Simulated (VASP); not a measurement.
A run of VASP 6.6.1 is set up as follows.

File INCAR:

```
SYSTEM = Si2W
PREC = Accurate
ENCUT = 500
EDIFF = 1E-6
ISMEAR = -1
SIGMA = 0.05
LREAL = .FALSE.
LASPH = .TRUE.
NELM = 120
ALGO = Normal
ISIF = 2
LWAVE = .FALSE.
LCHARG = .TRUE.
LELF = .TRUE.
LVHAR = .TRUE.
NBANDS = 18
ISYM = 0
GGA_COMPAT = .FALSE.
```

File KPOINTS:

```
regular mesh
0
G
  11 11 14
  0 0 0
```

The input POSCAR:

```
Si2W
1.0
   -1.6166360716      1.6166360716      3.9660934757
    1.6166360716     -1.6166360716      3.9660934757
    1.6166360716      1.6166360716     -3.9660934757
Si W
2 1
Direct
    0.3330000000      0.3330000000      0.0000000000
    0.6670000000      0.6670000000      0.0000000000
    0.0000000000      0.0000000000      0.0000000000
```

Potentials or basis: VASP PAW LDA potentials, release 64 (Si, W_sv).

Run with:

```console
$ cat potpaw_LDA.64/Si/POTCAR potpaw_LDA.64/W_sv/POTCAR > POTCAR
$ mpirun -np 1 vasp_std > vasp.out
```

(1) Estimate the band gap on the k mesh.

(2) What does it give for the pressure?

(3) Estimate the largest force.

Answers

(1) zero (bands 11 and 12 overlap by 1.22 eV).

(2) -10.6 GPa.

(3) 0.354 eV/Å.

Caveat: the cell stands under tension; spin-orbit coupling is left out, which moves the levels of the heavy elements.
